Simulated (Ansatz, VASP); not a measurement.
Si3Ge in VASP and in Ansatz

```
Si Ge
1.0
     2.59668    1.49920    3.12352
    -2.59668    1.49920    3.12352
     0.00000   -2.99839    3.12352
Si Ge
3 1
Direct
  0.00000 0.00000 0.50000
  0.50000 0.00000 0.00000
  0.00000 0.50000 0.00000
  0.00000 0.00000 0.00000
```

Alike in both runs: task relaxation of cell and atoms; functional PBE; k mesh 6 × 6 × 6; occupations gaussian, width 0.1 eV; no spin polarisation.

|  | VASP | Ansatz |
| --- | --- | --- |
| version | VASP 6.6.1 | Ansatz 0.2.0 |
| potentials or method | VASP PAW PBE potentials, release 64 (Si, Ge_d), cutoff 600 eV | scalar-relativistic, plane waves, PAW |
| valence electrons in the cell | 26 | 26 |

Ansatz gave:

* gap on the k mesh at the Fermi level, each at its own relaxed structure (eV): none
* relaxed volume (Å³/atom): 22.88
* relaxed cell length with the largest relative difference (Å): 5.194

Task: Which values does VASP return?

Result: gap on the k mesh at the Fermi level, each at its own relaxed structure (eV): none; relaxed volume (Å³/atom): 22.74; relaxed cell length with the largest relative difference (Å): 5.186.

A gap of «none» marks a metal or a gap that the smearing closes.

Noted on VASP's run: the volume moved by over 15 % at a fixed basis, so the end points are rough.
